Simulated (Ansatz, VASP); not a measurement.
# Two plane-wave programs on BeSe

```xyz
2
Lattice="0.0000 2.5810 2.5810 2.5810 0.0000 2.5810 2.5810 2.5810 0.0000" Properties=species:S:1:pos:R:3 pbc="T T T"
Be    0.0000    0.0000    0.0000
Se    1.2905    1.2905    1.2905
```

Alike in both runs: task single point; functional PBEsol; dispersion D4; k mesh 6 × 6 × 6; no spin polarisation.

|  | VASP | Ansatz |
| --- | --- | --- |
| version | VASP 6.6.1 | Ansatz 0.2.0 |
| potentials or method | VASP PAW PBE potentials, release 64 (Be, Se) | plane waves |
| plane-wave cutoff (eV) | 600 | 420 |
| occupations | gaussian, width 0.01 eV | fixed |
| valence electrons in the cell | 8 | 18 |

```tsv
	VASP	Ansatz	Ansatz less VASP
gap on the k mesh at the Fermi level (eV)	2.49	2.51	+0.014
pressure (GPa)	-2.5	-2.8	-0.28
```

VASP's potentials were made for PBE, not for PBEsol. VASP's potentials hold 8 valence electrons a cell and Ansatz's 18, so a difference there can come from the potentials and not from the codes.
